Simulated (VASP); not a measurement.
Write the native input for VASP 6.6.1 that does the following.

- Task: single point
- Functional: r2SCAN
- Potentials or basis: VASP PAW PBE potentials, release 64 (Sc_sv, Al)
- Cutoff: 520 eV
- k mesh: 10 × 10 × 10
- Occupations: gaussian, width 0.1 eV
- Spin: no spin polarisation
- Dipole correction: no
- Further INCAR settings: ALGO = Normal; EDIFF = 1e-07; NBANDS = 18

The system is ScAl3.

```
Sc Al
1.0
     4.00213    0.00000    0.00000
     0.00000    4.00213    0.00000
     0.00000    0.00000    4.00213
Sc Al
1 3
Cartesian
  0.0000 0.0000 0.0000
  2.0011 0.0000 2.0011
  0.0000 2.0011 2.0011
  2.0011 2.0011 0.0000
```

This cell differs from its parent crystal: volume scaled by 0.94.

The input as run:

POSCAR

```
ScAl3
1.0
    4.0021348682      0.0000000000      0.0000000000
    0.0000000000      4.0021348682      0.0000000000
    0.0000000000      0.0000000000      4.0021348682
Sc Al
1 3
Direct
    0.0000000000      0.0000000000      0.0000000000
    0.5000000000      0.0000000000      0.5000000000
    0.0000000000      0.5000000000      0.5000000000
    0.5000000000      0.5000000000      0.0000000000
```

INCAR.step1

```
SYSTEM = ScAl3
  PREC = Accurate
  ENCUT = 520
  ISMEAR = 0
  SIGMA = 0.1
  LREAL = .FALSE.
  LASPH = .TRUE.
  NELM = 60
  NBANDS = 18
  GGA = PE
  ALGO = Normal
  EDIFF = 1E-4
  LWAVE = .TRUE.
  LCHARG = .FALSE.
```

INCAR.step2

```
SYSTEM = ScAl3
  PREC = Accurate
  ENCUT = 520
  EDIFF = 1E-7
  ISMEAR = 0
  SIGMA = 0.1
  LREAL = .FALSE.
  LASPH = .TRUE.
  NELM = 60
  ALGO = Normal
  ISIF = 2
  LWAVE = .FALSE.
  LCHARG = .FALSE.
  METAGGA = R2SCAN
  LMIXTAU = .TRUE.
  NBANDS = 18
  ISTART = 1
```

KPOINTS

```
Automatic mesh
0
G
  10 10 10
  0 0 0
```

Potentials or basis: VASP PAW PBE potentials, release 64 (Sc_sv, Al).

The run is started by

```console
$ cat potpaw_PBE.64/Sc_sv/POTCAR potpaw_PBE.64/Al/POTCAR > POTCAR
$ cp INCAR.step1 INCAR
$ mpirun -np 1 vasp_std > vasp.out
$ cp INCAR.step2 INCAR
$ mpirun -np 1 vasp_std > vasp.out
```

It gave:

* Pressure: 6.6 GPa
* Band gap on the k mesh: zero (band 10 reaches 8.97 eV, above the bottom of band 11 at 4.56 eV)

Caveat: the PAW data sets were made with another functional, which shifts forces and pressure a little.

It took 110 s on 1 thread of Intel(R) Xeon(R) Platinum 8559C (Emerald Rapids), on a shared host, peak memory 0.21 GiB.
